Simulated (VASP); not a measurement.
# Mg (P6_3/mmc) in VASP: a series of runs, part 3 of 3

VASP 6.6.1.

### 5 Single point, r2SCAN

This run uses another cell than the first one, of 22.55 Å³/atom, 0.953 times its volume.

File POSCAR:

```
Mg
1.0
    3.1768261656      0.0000000000      0.0000000000
   -1.5884130828      2.7512121628      0.0000000000
    0.0000000000      0.0000000000     10.3188620100
Mg
4
Direct
    0.6666666667      0.3333333333      0.7500000000
    0.0000000000      0.0000000000      0.5000000000
    0.3333333333      0.6666666667      0.2500000000
    0.0000000000      0.0000000000      0.0000000000
```

File INCAR.step1:

```
  PREC = Accurate
  ENCUT = 520
  ISMEAR = -1
  SIGMA = 0.05
  LREAL = False
  LASPH = True
  NELM = 80
  NBANDS = 12
  GGA = PE
  ALGO = Normal
  EDIFF = 1E-4
  LWAVE = True
  LCHARG = False
```

File INCAR.step2:

```
  PREC = Accurate
  ENCUT = 520
  EDIFF = 1E-6
  ISMEAR = -1
  SIGMA = 0.05
  LREAL = False
  LASPH = True
  NELM = 80
  ALGO = Normal
  ISIF = 2
  LWAVE = False
  LCHARG = False
  METAGGA = R2SCAN
  LMIXTAU = True
  NBANDS = 12
  ISTART = 1
```

File KPOINTS:

```
regular mesh
0
Gamma
  10 10 3
```

Potentials or basis: VASP PAW PBE potentials, release 64 (Mg).

Started as:

```sh
$ cat potpaw_PBE.64/Mg/POTCAR > POTCAR
$ cp INCAR.step1 INCAR
$ mpirun -np 1 vasp_std > vasp.out
$ cp INCAR.step2 INCAR
$ mpirun -np 1 vasp_std > vasp.out
```

OUTCAR:

```text
PREC = Accurate
   ENCUT = 520
   EDIFF = 1E-6
   ISMEAR = -1
   LREAL = False
   LASPH = True
   NELM = 80
   ISIF = 2
   METAGGA = R2SCAN
   ISTART = 1

 ion  position               nearest neighbor table
   1  0.667  0.333  0.750-   2 3.17   4 3.17   2 3.17   4 3.17   2 3.17   4 3.17
   2  0.000  0.000  0.500-   1 3.17   3 3.17   3 3.17   1 3.17   1 3.17   3 3.17
   3  0.333  0.667  0.250-   2 3.17   4 3.17   2 3.17   4 3.17   2 3.17   4 3.17
   4  0.000  0.000  0.000-   1 3.17   3 3.17   3 3.17   1 3.17   1 3.17   3 3.17

  LATTYP: Found a hexagonal cell.
 ALAT       =     3.1768261656
 C/A-ratio  =     3.2481670296

  Lattice vectors:

 A1 = (   3.1768261656,   0.0000000000,   0.0000000000)
 A2 = (  -1.5884130828,   2.7512121628,   0.0000000000)
 A3 = (   0.0000000000,   0.0000000000,  10.3188620100)

Analysis of symmetry for initial positions (statically):
=====================================================================
 Subroutine PRICEL returns:
 Original cell was already a primitive cell.

 Routine SETGRP: Setting up the symmetry group for a
 hexagonal supercell.

 Subroutine GETGRP returns: Found 24 space group operations
 (whereof 12 operations were pure point group operations)
 out of a pool of 24 trial point group operations.

The static configuration has the point symmetry D_3d.
 The point group associated with its full space group is D_6h.

Analysis of symmetry for dynamics (positions and initial velocities):
=====================================================================
 Subroutine PRICEL returns:
 Original cell was already a primitive cell.

 Routine SETGRP: Setting up the symmetry group for a
 hexagonal supercell.

 Subroutine GETGRP returns: Found 24 space group operations
 (whereof 12 operations were pure point group operations)
 out of a pool of 24 trial point group operations.

The dynamic configuration has the point symmetry D_3d.
 The point group associated with its full space group is D_6h.

 Subroutine INISYM returns: Found 24 space group operations
[... 126 lines left out ...]
   METAGGA = R2SCAN    functional components
   LHFCALC =     F    Hartree Fock is set to
   AEXX    =    0.0000 exact exchange contribution
   IVDW    =     0    specifies the selected vdW correction
   LEPSILON=     F    determine dielectric tensor
   LRPA    =     F    only Hartree local field effects (RPA)
 non-spin polarized calculation
  energy-cutoff  :      520.00
  volume of cell :       90.19
 maximum number of plane-waves:      2456
 NGX is ok and might be reduce to    24
   NGX = 11   NGY = 11   NGZ = 39

 number of electron       8.0000000 magnetization

 Free energy of the ion-electron system (eV)
  ---------------------------------------------------
  ext. energy  EPLUGINS =         0.00000000
  ---------------------------------------------------
  free energy    TOTEN  =       -16.55637385 eV

  energy without entropy =      -16.53551167  energy(sigma->0) =      -16.54594276

 E-fermi :   2.8468     XC(G=0):  -9.0997

 val. band max:        2.8304116683   @ k =   0.4000   0.2000   0.0000
 cond. band min:       2.8738957696   @ k =   0.3000   0.3000   0.3333
 fundamental gap:      0.0434841012
 Fermi energy:         2.8468072496

 k-point     1 :       0.0000    0.0000    0.0000
  band No.  band energies     occupation
      1      -4.7308      2.00000
      2      -3.2348      2.00000
      3      -3.2303      2.00000
      4       0.8014      2.00000
      5       1.5396      2.00000
      6       8.1710      0.00000
      7       8.1801      0.00000
      8      14.5836      0.00000
      9      14.5837      0.00000
     10      14.6881      0.00000
     11      14.6881      0.00000
     12      15.3698      0.00000
[... 331 lines left out ...]
 k-point    24 :       0.4000    0.1000    0.3333
  band No.  band energies     occupation
      1      -0.2184      2.00000
      2       0.2507      2.00000
      3       1.7153      2.00000
      4       1.9026      2.00000
      5       2.6428      1.96676
      6       3.5873      0.00000
      7       4.3168      0.00000
      8       5.5723      0.00000
      9       7.0738      0.00000
     10       7.8675      0.00000
     11       8.6294      0.00000
     12       9.4548      0.00000

 [... further k-points ...]
[... 5 lines left out ...]
  --------------------------------------------------------------------------------------
  -------------------------------------------------------------------------------------
  Total       -0.0590039     -0.0590039      0.0831201      0.0000000     -0.0000000     -0.0000000
  in kB       -1.0481946     -1.0481946      1.4766156      0.0000000     -0.0000000     -0.0000000
  external PRESSURE =      -0.2065912 kB  Pullay stress =       0.0000000 kB

 VOLUME and BASIS-vectors are now :
 -----------------------------------------------------------------------------
  energy-cutoff  :      520.00
  volume of cell :       90.19
      direct lattice vectors                 reciprocal lattice vectors
     3.176826166  0.000000000  0.000000000     0.314779578  0.181738074  0.000000000
    -1.588413083  2.751212163  0.000000000     0.000000000  0.363476148  0.000000000
     0.000000000  0.000000000 10.318862010     0.000000000  0.000000000  0.096909911

 POSITION                                       TOTAL-FORCE (eV/Angst)
 -----------------------------------------------------------------------------------
      1.58841      0.91707      7.73915         0.000000     -0.000000      0.000000
      0.00000      0.00000      5.15943        -0.000000     -0.000000      0.000000
     -0.00000      1.83414      2.57972        -0.000000      0.000000      0.000000
      0.00000      0.00000      0.00000         0.000000     -0.000000      0.000000
 -----------------------------------------------------------------------------------
    total drift:                               -0.000000      0.000000      0.000000

  FREE ENERGIE OF THE ION-ELECTRON SYSTEM (eV)
  ---------------------------------------------------
  free  energy   TOTEN  =       -16.5563738469 eV

  energy  without entropy=      -16.5355116714  energy(sigma->0) =      -16.54594276
```

Run time: 66 s. Hardware: 1 thread of Intel Xeon Platinum 8488C (Sapphire Rapids), shared host; peak memory 0.21 GiB.

What came out:

| Item | Value |
| --- | --- |
| Free energy | -16.5564 eV |
| Pressure | 0.0 GPa |
| Band gap on the k mesh | zero (band 4 reaches 3.35 eV, above the bottom of band 5 at 1.54 eV) |

Caveat: the PAW data sets were made with another functional, which shifts forces and pressure a little.

### 6 Relaxation of cell and atoms, RPBE

This run uses another cell than the first one, of 22.55 Å³/atom, 0.953 times its volume.

File INCAR:

```
PREC = Accurate
ENCUT = 600
EDIFF = 1E-7
ISMEAR = -1
SIGMA = 0.05
LREAL = F
LASPH = T
NELM = 100
ALGO = Normal
ISIF = 3
LWAVE = F
LCHARG = F
GGA = RP
IBRION = 2
NSW = 60
EDIFFG = -0.01
```

File KPOINTS:

```
Automatic mesh
0
Gamma
  10 10 3
```

POSCAR is that of step 5.

Potentials or basis: VASP PAW PBE potentials, release 64 (Mg).

Started as:

```sh
$ cat potpaw_PBE.64/Mg/POTCAR > POTCAR
$ mpirun -np 1 vasp_std > vasp.out
```

Wall time 68 s (1 thread of Intel Xeon Platinum 8488C (Sapphire Rapids), shared host); peak memory 0.25 GiB.

The run converged. Its results:

| Property | Result |
| --- | --- |
| Free energy | -5.3500 eV |
| Relaxed volume | 23.76 Å³/atom |
| Relaxed cell | a = 3.216 Å, b = 3.216 Å, c = 10.611 Å, α = 90.00°, β = 90.00°, γ = 120.00° |
| Space group after relaxing (to 0.05 Å) | P6_3/mmc (No. 194) |
| Energy gained by relaxing | 7.5 meV/atom |
| Ionic steps | 6 |
| Pressure after relaxing | 0.0 GPa |
| Band gap on the k mesh | zero (band 4 reaches 3.15 eV, above the bottom of band 5 at 1.20 eV) |

The path:
| step | energy change (eV) | largest force (eV/Å) | pressure (GPa) | volume (Å³) |
| --- | --- | --- | --- | --- |
| 1 | 0.0000 | 0.0000 | 1.91 | 90.19 |
| 2 | -0.0270 | 0.0000 | 0.44 | 93.75 |
| 3 | -0.0290 | 0.0000 | -0.09 | 95.18 |
| 4 | -0.0290 | 0.0000 | -0.05 | 95.08 |
| 5 | -0.0299 | 0.0000 | -0.05 | 95.07 |
| 6 | -0.0301 | 0.0000 | -0.04 | 95.05 |

Final structure:
```xyz
4
Lattice="3.2162 0.0000 0.0000 -1.6081 2.7853 0.0000 0.0000 0.0000 10.6110" Properties=species:S:1:pos:R:3 pbc="T T T"
Mg    1.6081    0.9284    7.9582
Mg   -1.6081    2.7853    5.3055
Mg    0.0000    1.8569    2.6527
Mg   -1.6081    2.7853    0.0000
```

Levels at points of the mesh, in eV from the Fermi level:
```
           k point  band 1  band 2  band 3  band 4  band 5  band 6  band 7  band 8
(0.00, 0.00, 0.00)   -6.90   -5.57   -5.57   -1.85   -1.48    4.58    4.58   10.82
(0.50, 0.00, 0.00)   -2.17   -2.16   -1.16   -1.13   -0.59   -0.56    2.56    2.74
```

Caveat: the PAW data sets were made with another functional, which shifts forces and pressure a little.

### 7 The runs side by side

| task | level | cell | cutoff (eV) | gap on the mesh (eV) | pressure (GPa) |
| --- | --- | --- | --- | --- | --- |
| single point | BLYP | a = 3.205, b = 3.205, c = 10.637 Å, angles 90.0, 90.0, 120.0°, 4 atoms | 520 | none | 0.0 |
| single point | RPBE | a = 3.221, b = 3.221, c = 10.631 Å, angles 90.0, 90.0, 120.0°, 4 atoms | 520 | none | -0.2 |
| single point | revPBE | a = 3.215, b = 3.215, c = 10.612 Å, angles 90.0, 90.0, 120.0°, 4 atoms | 520 | none | -0.2 |
| single point | r2SCAN | a = 3.177, b = 3.177, c = 10.319 Å, angles 90.0, 90.0, 120.0°, 4 atoms | 520 | none | 0.0 |
| relaxation of cell and atoms | RPBE | relaxed from a = 3.177, b = 3.177, c = 10.319 Å, angles 90.0, 90.0, 120.0°, 4 atoms | 600 | none | 0.0 |

Alike in all rows: potentials or basis VASP PAW PBE potentials, release 64 (Mg); no spin polarisation; k mesh 10 × 10 × 3; smearing fermi-dirac 0.05 eV.

Caveats: the PAW data sets were made with another functional, which shifts forces and pressure a little.

Total energies depend on the potentials used, so only differences within one code and one set of settings carry meaning.
